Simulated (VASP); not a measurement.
Runs of VASP 6.6.1 on ZnSe (Stilleite). The structure is that of space group F-43m (No. 216), or close to it. The cells are those of the table. 

```csv
cell,gap on the mesh (eV),pressure (GPa)
"a = 4.008 Å, angles 60.0°, 2 atoms",1.06,(c)
"a = 4.086 Å, angles 60.0°, 2 atoms",0.83,(b)
"a = 4.047 Å, angles 60.0°, 2 atoms",0.94,-4.6
"a = 3.967 Å, angles 60.0°, 2 atoms",1.19,(a)
```

Alike in all rows: task single point; level LDA; potentials or basis VASP PAW LDA potentials, release 64 (Zn, Se); no spin polarisation; k mesh 5 × 5 × 5; cutoff (eV) 520; smearing gaussian 0.01 eV.

Question: Fill in the values left out.

Answer: (a) -1.1; (b) -5.9; (c) -3.0.

A k mesh can miss the band edges, and the runs leave out spin-orbit coupling on Se.
